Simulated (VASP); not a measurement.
The system is MnSb.

```
CELL_PARAMETERS angstrom
4.15000 0.00000 0.00000
-2.07500 3.59401 0.00000
0.00000 0.00000 5.78000
ATOMIC_POSITIONS crystal
Sb 0.66667 0.33333 0.75000
Sb 0.33333 0.66667 0.25000
Mn 0.00000 0.00000 0.50000
Mn 0.00000 0.00000 0.00000
```

```yaml
Program: VASP 6.6.1
Task: relaxation of cell and atoms
Functional: PBEsol
Dispersion: D4
Potentials_or_basis: VASP PAW PBE potentials, release 64 (Sb, Mn_pv)
Cutoff: 600 eV
k_mesh: 7 × 7 × 5
Occupations: fermi-dirac, width 0.05 eV
Spin: collinear spin, ferromagnetic start
Starting_moments: "[0.0, 0.0, 4.0, 4.0] μB"
```

At the start: pressure -8.8 GPa; volume 21.55 Å³/atom.

Problem. How do energy, volume and symmetry change on relaxing?

Solution. Over 6 steps the energy falls by 107.4 meV/atom and the volume is 18.17 Å³/atom (-15.7 %); space group P6_3/mmc (No. 194, to 0.1 Å) before and after; moment 5.32 μB per cell.

The path:
| step | energy change (eV) | largest force (eV/Å) | pressure (GPa) | volume (Å³) |
| --- | --- | --- | --- | --- |
| 1 | 0.0000 | 0.0000 | -8.78 | 86.21 |
| 2 | -0.4262 | 0.0000 | 0.44 | 72.30 |
| 3 | -0.4266 | 0.0000 | 0.00 | 72.68 |
| 4 | -0.4285 | 0.0000 | -0.08 | 72.68 |
| 5 | -0.4296 | 0.0000 | -0.07 | 72.68 |
| 6 | -0.4296 | 0.0000 | 0.02 | 72.68 |

Final structure:
```xyz
4
Lattice="3.9513 0.0000 0.0000 -1.9756 3.4219 0.0000 0.0000 0.0000 5.3755" Properties=species:S:1:pos:R:3 pbc="T T T"
Sb    1.9756    1.1406    4.0316
Sb    0.0000    2.2813    1.3439
Mn    0.0000    0.0000    2.6877
Mn   -1.9756    3.4219    0.0000
```

Caveat: the volume moved by over 15 % at a fixed basis, so the end points are rough; the PAW data sets were made with another functional, which shifts forces and pressure a little; the run started ferromagnetic, and an antiferromagnetic order may lie lower in energy.
